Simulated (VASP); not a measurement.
NaTlS2:

```
Na S Tl
1.0
     4.10449    0.00000    0.00000
     0.00000    4.10449    0.00000
     0.00000    0.00000    6.63894
Na S Tl
1 2 1
Direct
  0.00000 0.00000 0.00000
  0.00000 0.50000 0.27087
  0.50000 0.00000 0.72913
  0.50000 0.50000 0.50000
```

Program: VASP 6.6.1. Alike in all runs: task single point; no spin polarisation; cell as given; k mesh 4 × 4 × 2; cutoff (eV) 520; smearing gaussian 0.01 eV.

**Question.** Order these runs on this cell by their band gap on the k mesh, lowest first.
A. level LDA; potentials or basis VASP PAW LDA potentials, release 64 (Na_pv, S, Tl_d)
B. level r2SCAN; potentials or basis VASP PAW PBE potentials, release 64 (Na_pv, S, Tl_d)
C. level PBE; potentials or basis VASP PAW PBE potentials, release 64 (Na_pv, S, Tl_d)

**Answer.** A (0.61 eV), C (0.80 eV), B (1.09 eV).

Caveats: all runs use coarse meshes; spin-orbit coupling is left out, which moves the levels of the heavy elements.
